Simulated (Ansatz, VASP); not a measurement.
**Two plane-wave programs on AlNi**

```
Ni Al
1.0
     2.31592   -1.40392    0.00000
     2.31592    1.40392    0.00000
    -1.36543    0.00000    3.90654
Ni Al
1 1
Direct
  0.50000 0.50000 0.50000
  0.00000 0.00000 0.00000
```

Alike in both runs: task single point; functional LDA; k mesh 11 × 11 × 7; occupations fermi-dirac, width 0.05 eV; collinear spin.

```csv
,VASP,Ansatz
version,VASP 6.6.1,Ansatz 0.2.0
potentials or method,"VASP PAW LDA potentials, release 64 (Ni, Al)",Ansatz PAW
plane-wave cutoff (eV),520,420
valence electrons in the cell,13,21
```

Ansatz gave:

```
gap on the k mesh at the Fermi level (eV)                     : none
pressure (GPa)                                                : -10.5
traceless stress, the component that is largest in VASP (GPa) : -1.82
net moment per atom (μB)                                      : 0.00
```

Task: Which values does VASP return?

Result: gap on the k mesh at the Fermi level (eV): none; pressure (GPa): -10.2; traceless stress, the component that is largest in VASP (GPa): -1.91; net moment per atom (μB): 0.00.

LDA's correlation is that of Perdew and Zunger in VASP and of Perdew and Wang (1992) in Ansatz. A gap of «none» marks a metal or a gap that the smearing closes. VASP's potentials hold 13 valence electrons a cell and Ansatz's 21, so a difference there can come from the potentials and not from the codes.
